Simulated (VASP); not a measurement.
# Ge (Fd-3m) in VASP: a series of runs

Ge is run at these levels: LDA; tasks: single point, relaxation of cell and atoms.

Program: VASP 6.6.1. These are calculated values, not measurements. Logs are shortened: lines on timing, memory, paths and dates and some standing lists are left out, and cuts for length are marked.

**1. The cell of the first run**

Symmetry: Fd-3m, No. 227, cubic system. Conventional cell: a = 5.622 Å, b = 5.622 Å, c = 5.622 Å, α = 90.00°, β = 90.00°, γ = 90.00°. Within 3.2 Å of Ge (site symmetry -43m) lie 4 Ge at 2.43 Å.

**2. Single point, LDA**

Input file INCAR:

```
SYSTEM = Ge
PREC = Accurate
ENCUT = 520
EDIFF = 1E-7
ISMEAR = 0
SIGMA = 0.01
LREAL = .FALSE.
LASPH = .TRUE.
NELM = 100
ALGO = Normal
ISIF = 2
LWAVE = .FALSE.
LCHARG = .FALSE.
NBANDS = 21
```

Input file KPOINTS:

```
Automatic mesh
0
G
  10 10 10
  0 0 0
```

Input file POSCAR:

```
Ge
1.0
    0.0000000000      2.8108950279      2.8108950279
    2.8108950279      0.0000000000      2.8108950279
    2.8108950279      2.8108950279      0.0000000000
Ge
2
Direct
    0.0000000000      0.0000000000      0.0000000000
    0.2500000000      0.2500000000      0.2500000000
```

Potentials or basis: VASP PAW LDA potentials, release 64 (Ge_d).

The run is started by

```
$ cat potpaw_LDA.64/Ge_d/POTCAR > POTCAR
$ mpirun -np 1 vasp_std > vasp.out
```

OUTCAR:

```text
SYSTEM = Ge
   PREC = Accurate
   ENCUT = 520
   EDIFF = 1E-7
   ISMEAR = 0
   LREAL = .FALSE.
   LASPH = .TRUE.
   NELM = 100
   ISIF = 2

 ion  position               nearest neighbor table
   1  0.000  0.000  0.000-   2 2.43   2 2.43   2 2.43   2 2.43
   2  0.250  0.250  0.250-   1 2.43   1 2.43   1 2.43   1 2.43

  LATTYP: Found a face centered cubic cell.
 ALAT       =     5.6217900558

  Lattice vectors:

 A1 = (   0.0000000000,   2.8108950279,   2.8108950279)
 A2 = (   2.8108950279,   0.0000000000,   2.8108950279)
 A3 = (   2.8108950279,   2.8108950279,   0.0000000000)

Analysis of symmetry for initial positions (statically):
=====================================================================
 Subroutine PRICEL returns:
 Original cell was already a primitive cell.

 Routine SETGRP: Setting up the symmetry group for a
 face centered cubic supercell.

 Subroutine GETGRP returns: Found 48 space group operations
 (whereof 24 operations were pure point group operations)
 out of a pool of 48 trial point group operations.

The static configuration has the point symmetry T_d .
 The point group associated with its full space group is O_h .

Analysis of symmetry for dynamics (positions and initial velocities):
=====================================================================
 Subroutine PRICEL returns:
 Original cell was already a primitive cell.

 Routine SETGRP: Setting up the symmetry group for a
 face centered cubic supercell.

 Subroutine GETGRP returns: Found 48 space group operations
 (whereof 24 operations were pure point group operations)
 out of a pool of 48 trial point group operations.

The dynamic configuration has the point symmetry T_d .
 The point group associated with its full space group is O_h .

 Subroutine INISYM returns: Found 48 space group operations
 (whereof 24 operations are pure point group operations),
 and found     1 'primitive' translations

----------------------------------------------------------------------------------------

                                     Primitive cell

  volume of cell :      44.4185

  direct lattice vectors                    reciprocal lattice vectors
     0.000000000  2.810895028  2.810895028    -0.177879286  0.177879286  0.177879286
     2.810895028  0.000000000  2.810895028     0.177879286 -0.177879286  0.177879286
     2.810895028  2.810895028  0.000000000     0.177879286  0.177879286 -0.177879286

  length of vectors
     3.975205871  3.975205871  3.975205871     0.308095961  0.308095961  0.308095961

  position of ions in fractional coordinates (direct lattice)
     0.000000000  0.000000000  0.000000000
     0.250000000  0.250000000  0.250000000

  ion indices of the primitive-cell ions
   primitive index   ion index
                 1           1
                 2           2

----------------------------------------------------------------------------------------

 KPOINTS: Automatic mesh

Automatic generation of k-mesh.
 Grid dimensions read from file:
 generate k-points for:   10   10   10

 Generating k-lattice:

  Cartesian coordinates                     Fractional coordinates (reciprocal lattice)
    -0.017787929  0.017787929  0.017787929     0.100000000  0.000000000  0.000000000
     0.017787929 -0.017787929  0.017787929     0.000000000  0.100000000  0.000000000
     0.017787929  0.017787929 -0.017787929     0.000000000  0.000000000  0.100000000

  Length of vectors
     0.030809596  0.030809596  0.030809596

  Shift w.r.t. Gamma in fractional coordinates (k-lattice)
     0.000000000  0.000000000  0.000000000

 Subroutine IBZKPT returns following result:
 ===========================================

 Found     47 irreducible k-points:

 Following reciprocal coordinates:
            Coordinates               Weight
  0.000000  0.000000  0.000000      1.000000
  0.100000  0.000000  0.000000      8.000000
  0.200000  0.000000  0.000000      8.000000
  0.300000  0.000000  0.000000      8.000000
  0.400000  0.000000  0.000000      8.000000
  0.500000  0.000000  0.000000      4.000000
[... 16 lines left out ...]
  0.300000  0.300000  0.000000      6.000000
  0.400000  0.300000  0.000000     24.000000
 [... further k-points ...]
   k-points           NKPTS =     47   k-points in BZ     NKDIM =     47   number of bands    NBANDS=     21
   number of dos      NEDOS =    301   number of ions     NIONS =      2
   total plane-waves  NPLWV =  27000
   dimension x,y,z NGX =    30 NGY =   30 NGZ =   30
   dimension x,y,z NGXF=    60 NGYF=   60 NGZF=   60
   ions per type =               2
   NGX,Y,Z   is equivalent  to a cutoff of  12.55, 12.55, 12.55 a.u.
   NGXF,Y,Z  is equivalent  to a cutoff of  25.09, 25.09, 25.09 a.u.
 SYSTEM =  Ge
   PREC   = accura    normal or accurate (medium, high low for compatibility)
   ISTART =      0    job   : 0-new  1-cont  2-samecut
   ICHARG =      2    charge: 1-file 2-atom 10-const
   ISPIN  =      1    spin polarized calculation?
   LNONCOLLINEAR =      F non collinear calculations
   LSORBIT =      F    spin-orbit coupling
   LASPH  =      T    aspherical Exc in radial PAW
   ENCUT  =  520.0 eV  38.22 Ry    6.18 a.u.   7.39  7.39  7.39*2*pi/ulx,y,z
   NELM   =    100;   NELMIN=  2; NELMDL= -5     # of ELM steps
   EDIFF  = 0.1E-06   stopping-criterion for ELM
   LREAL  =      F    real-space projection
   EDIFFG = 0.1E-05   stopping-criterion for IOM
   NSW    =      0    number of steps for IOM
   IBRION =     -1    ionic relax: 0-MD 1-quasi-New 2-CG
   NFREE  =      0    steps in history (QN), initial steepest desc. (CG)
   ISIF   =      2    stress and relaxation
   ISYM   =      2    0-nonsym 1-usesym 2-fastsym
   POTIM  = 0.5000    time-step for ionic-motion
   TEBEG  =    0.0;   TEEND  =   0.0 temperature during run
   PSTRESS=    0.0 pullay stress
   NELECT =      28.0000    total number of electrons
   NUPDOWN=      -1.0000    fix difference up-down
   EMIN   =  10.00;   EMAX   =-10.00  energy-range for DOS
   EFERMI =   0.00;   METHOD = LEGACY
   ISMEAR =     0;   SIGMA  =   0.01  broadening in eV -4-tet -1-fermi 0-gaus
   EFERMI_NEDOS =   21; number of points for ismear=-14 and -15
   IALGO  =     38    algorithm
   IMIX   =      4    mixing-type and parameters
     AMIX     =   0.40;   BMIX     =  1.00
     AMIX_MAG =   1.60;   BMIX_MAG =  1.00
  volume/ion in A,a.u.               =      22.21       149.88
  Fermi-wavevector in a.u.,A,eV,Ry     =   1.403695  2.652600 26.808387  1.970361
  Thomas-Fermi vector in A             =   2.526331
   LORBIT       =      0    0 simple, 1 ext, 2 COOP (PROOUT), +10 PAW based schemes
   GGA     = CA    functional components
   LHFCALC =     F    Hartree Fock is set to
   AEXX    =    0.0000 exact exchange contribution
   IVDW    =     0    specifies the selected vdW correction
   LEPSILON=     F    determine dielectric tensor
   LRPA    =     F    only Hartree local field effects (RPA)
 non-spin polarized calculation
 Gauss-broadening in eV      SIGMA  =   0.01
  energy-cutoff  :      520.00
  volume of cell :       44.42
 maximum number of plane-waves:      1243
 NGX is ok and might be reduce to    30
   NGX = 15   NGY = 15   NGZ = 15

 number of electron      28.0000032 magnetization

 Free energy of the ion-electron system (eV)
  ---------------------------------------------------
  ext. energy  EPLUGINS =         0.00000000
  ---------------------------------------------------
  free energy    TOTEN  =       -10.38853857 eV

  energy without entropy =      -10.38853697  energy(sigma->0) =      -10.38853777

 E-fermi :   4.9299     XC(G=0): -10.3788

 val. band max:        4.9126617494   @ k =   0.0000   0.0000   0.0000
 cond. band min:       4.9442052162   @ k =   0.0000   0.0000   0.0000
 fundamental gap:      0.0315434668
 Fermi energy:         4.9299394025

 k-point     1 :       0.0000    0.0000    0.0000
  band No.  band energies     occupation
      1     -20.0553      2.00000
      2     -20.0553      2.00000
      3     -20.0553      2.00000
      4     -20.0171      2.00000
      5     -20.0171      2.00000
      6     -19.7959      2.00000
[... 13 lines left out ...]
     20      14.5149      0.00000
     21      14.5149      0.00000

 k-point     2 :       0.1000    0.0000    0.0000
  band No.  band energies     occupation
      1     -20.0614      2.00000
      2     -20.0614      2.00000
      3     -20.0536      2.00000
      4     -20.0087      2.00000
      5     -20.0087      2.00000
      6     -19.8048      2.00000
[... 13 lines left out ...]
     20      13.7375      0.00000
     21      13.7375      0.00000

 k-point     3 :       0.2000    0.0000    0.0000
  band No.  band energies     occupation
      1     -20.0707      2.00000
      2     -20.0707      2.00000
      3     -20.0490      2.00000
      4     -19.9938      2.00000
      5     -19.9938      2.00000
      6     -19.8173      2.00000
[... 13 lines left out ...]
     20      13.2123      0.00000
     21      13.2123      0.00000

 k-point     4 :       0.3000    0.0000    0.0000
  band No.  band energies     occupation
      1     -20.0771      2.00000
      2     -20.0771      2.00000
      3     -20.0434      2.00000
      4     -19.9815      2.00000
      5     -19.9815      2.00000
      6     -19.8262      2.00000
[... 13 lines left out ...]
     20      13.5944      0.00000
     21      13.5944      0.00000

 k-point     5 :       0.4000    0.0000    0.0000
  band No.  band energies     occupation
      1     -20.0801      2.00000
      2     -20.0801      2.00000
      3     -20.0386      2.00000
      4     -19.9749      2.00000
      5     -19.9749      2.00000
      6     -19.8304      2.00000
[... 13 lines left out ...]
     20      14.8472      0.00000
     21      14.8472      0.00000
[... 382 lines left out ...]
     20      14.2327      0.00000
     21      16.2894      0.00000

 k-point    22 :      -0.2000    0.2000    0.0000
  band No.  band energies     occupation
      1     -20.0864      2.00000
      2     -20.0858      2.00000
      3     -20.0268      2.00000
      4     -19.9829      2.00000
      5     -19.9584      2.00000
      6     -19.8525      2.00000
[... 13 lines left out ...]
     20      14.7180      0.00000
     21      15.3540      0.00000

 k-point    23 :       0.3000    0.3000    0.0000
  band No.  band energies     occupation
      1     -20.0797      2.00000
      2     -20.0797      2.00000
      3     -20.0562      2.00000
      4     -19.9665      2.00000
      5     -19.9226      2.00000
      6     -19.9113      2.00000
[... 13 lines left out ...]
     20      16.0640      0.00000
     21      16.0658      0.00000

 k-point    24 :       0.4000    0.3000    0.0000
  band No.  band energies     occupation
      1     -20.0905      2.00000
      2     -20.0845      2.00000
      3     -20.0387      2.00000
      4     -19.9505      2.00000
      5     -19.9298      2.00000
      6     -19.9046      2.00000
[... 13 lines left out ...]
     20      16.5408      0.00000
     21      16.8026      0.00000

 [... further k-points ...]

------------------------ aborting loop because EDIFF is reached ----------------------------------------

  FORCE on cell =-STRESS in cart. coord.  units (eV):
  Direction    XX          YY          ZZ          XY          YZ          ZX
  --------------------------------------------------------------------------------------
  -------------------------------------------------------------------------------------
  Total        0.0177033      0.0177033      0.0177033      0.0000000      0.0000000      0.0000000
  in kB        0.6385595      0.6385595      0.6385595      0.0000000      0.0000000      0.0000000
  external PRESSURE =       0.6385595 kB  Pullay stress =       0.0000000 kB

 VOLUME and BASIS-vectors are now :
 -----------------------------------------------------------------------------
  energy-cutoff  :      520.00
  volume of cell :       44.42
      direct lattice vectors                 reciprocal lattice vectors
     0.000000000  2.810895028  2.810895028    -0.177879286  0.177879286  0.177879286
     2.810895028  0.000000000  2.810895028     0.177879286 -0.177879286  0.177879286
     2.810895028  2.810895028  0.000000000     0.177879286  0.177879286 -0.177879286

 POSITION                                       TOTAL-FORCE (eV/Angst)
 -----------------------------------------------------------------------------------
      0.00000      0.00000      0.00000        -0.000000     -0.000000     -0.000000
      1.40545      1.40545      1.40545         0.000000      0.000000      0.000000
 -----------------------------------------------------------------------------------
    total drift:                                0.000000      0.000000      0.000000

  FREE ENERGIE OF THE ION-ELECTRON SYSTEM (eV)
  ---------------------------------------------------
  free  energy   TOTEN  =       -10.3885385662 eV

  energy  without entropy=      -10.3885369737  energy(sigma->0) =      -10.38853777
```

It took 35 s on 1 thread of Intel Xeon Platinum 8259CL at 2.50GHz (Skylake/Cascade Lake), shared host; peak memory 0.16 GiB.

Results:

```
Free energy : -10.3885 eV
Pressure    : 0.1 GPa
```

**3. Relaxation of cell and atoms, LDA**

This run uses another cell than the first one, of 22.64 Å³/atom.

Input file INCAR:

```
SYSTEM = Ge
ALGO = Normal
EDIFF = 1E-7
EDIFFG = -0.002
ENCUT = 600
GGA = CA
IBRION = 2
ISIF = 3
ISMEAR = 0
LASPH = .True.
LCHARG = .False.
LREAL = .False.
LWAVE = .False.
NELM = 60
NSW = 80
PREC = Accurate
SIGMA = 0.01
```

Input file KPOINTS:

```
k-points
0
Gamma
  10 10 10
  0 0 0
```

Input file POSCAR:

```
Ge
1.0
    0.0000000000      2.8290000000      2.8290000000
    2.8290000000      0.0000000000      2.8290000000
    2.8290000000      2.8290000000      0.0000000000
Ge
2
Direct
    0.0000000000      0.0000000000      0.0000000000
    0.2500000000      0.2500000000      0.2500000000
```

Potentials or basis: VASP PAW LDA potentials, release 64 (Ge_d).

The run is started by

```
$ cat potpaw_LDA.64/Ge_d/POTCAR > POTCAR
$ mpirun -np 1 vasp_std > vasp.out
```

Run time: 57 s. Hardware: 1 thread of Intel Xeon Platinum 8259CL at 2.50GHz (Skylake/Cascade Lake), shared host; peak memory 0.18 GiB.

It converged, with:

```
Free energy                           : -10.3888 eV
Relaxed volume                        : 22.25 Å³/atom
Relaxed cell                          : a = 3.978 Å, b = 3.978 Å, c = 3.978 Å, α = 60.00°, β = 60.00°, γ = 60.00°
Space group after relaxing (to 0.1 Å) : Fd-3m (No. 227)
Energy gained by relaxing             : 1.4 meV/atom
Ionic steps                           : 3
Pressure after relaxing               : 0.0 GPa
```

The path:
```tsv
step	energy change (eV)	largest force (eV/Å)	pressure (GPa)	volume (Å³)
1	0.0000	0.0000	-1.19	45.28
2	-0.0024	0.0000	0.49	44.19
3	-0.0029	0.0000	0.01	44.50
```

Final structure:
```yaml
crystal:
  lattice:
    - [0.00000, 2.81265, 2.81265]
    - [2.81265, 0.00000, 2.81265]
    - [2.81265, 2.81265, 0.00000]
  atoms:
    - { symbol: Ge, position: [0.00000, 0.00000, 0.00000] }
    - { symbol: Ge, position: [0.25000, 0.25000, 0.25000] }
```

Levels at points of the mesh, in eV from the Fermi level:
| k point | band 11 | band 12 | band 13 | band 14 | band 15 | band 16 | band 17 | band 18 |
| --- | --- | --- | --- | --- | --- | --- | --- | --- |
| (0.00, 0.00, 0.00) | -12.95 | -0.01 | -0.01 | -0.01 | 0.00 | 2.52 | 2.52 | 2.52 |
| (0.50, 0.00, 0.00) | -10.82 | -7.73 | -1.44 | -1.44 | 0.11 | 3.72 | 3.72 | 6.97 |
| (0.50, 0.50, 0.00) | -9.00 | -9.00 | -3.15 | -3.15 | 0.63 | 0.63 | 9.54 | 9.54 |
